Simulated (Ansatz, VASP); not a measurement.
**MgO: VASP beside Ansatz**

```
Mg O
1.0
     0.00000    2.28201    2.28201
     2.28201    0.00000    2.28201
     2.28201    2.28201    0.00000
Mg O
1 1
Direct
  0.00000 0.00000 0.00000
  0.25000 0.25000 0.25000
```

Alike in both runs: task single point; functional HSE06; k mesh 6 × 6 × 6; no spin polarisation.

|  | VASP | Ansatz |
| --- | --- | --- |
| version | VASP 6.6.1 | Ansatz 0.2.0 |
| potentials or method | VASP PAW PBE potentials, release 64 (Mg, O) | plane waves, PAW |
| plane-wave cutoff (eV) | 520 | 420 |
| occupations | gaussian, width 0.01 eV | fixed |
| valence electrons in the cell | 8 | 16 |

VASP gave:

- gap on the k mesh at the Fermi level (eV): 5.24
- pressure (GPa): -0.1

Q: Estimate Ansatz's values.

A: gap on the k mesh at the Fermi level (eV): 5.27; pressure (GPa): 0.0.

VASP's potentials hold 8 valence electrons a cell and Ansatz's 16, so a difference there can come from the potentials and not from the codes. Ansatz's warnings: stress exchange threshold loose, stress scf threshold loose.
